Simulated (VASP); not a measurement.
Runs of VASP 6.6.1 on Al3Cu. The structure is that of space group P4/mmm (No. 123), or close to it. The cells are those of the table. 

| cell | gap on the mesh (eV) | pressure (GPa) | largest force (eV/Å) |
| --- | --- | --- | --- |
| a = 2.729, b = 2.729, c = 7.843 Å, 4 atoms | none | 0.2 | 0.14 |
| a = 2.852, b = 2.852, c = 7.181 Å, 4 atoms | none | -0.2 | (a) |
| a = 2.812, b = 2.812, c = 7.388 Å, 4 atoms | none | -0.2 | (b) |
| a = 2.687, b = 2.687, c = 8.090 Å, 4 atoms | none | 0.9 | 0.15 |

Alike in all rows: task single point; level r2SCAN; potentials or basis VASP PAW PBE potentials, release 64 (Al, Cu); no spin polarisation; k mesh 18 × 18 × 8; cutoff (eV) 520; smearing gaussian 0.15 eV.

Problem. Fill in the values left out.

Solution. (a) 0.03; (b) 0.01.

Caveats: the PAW data sets were made with another functional, which shifts forces and pressure a little.

A gap of «none» marks levels without a gap at the run's occupations.
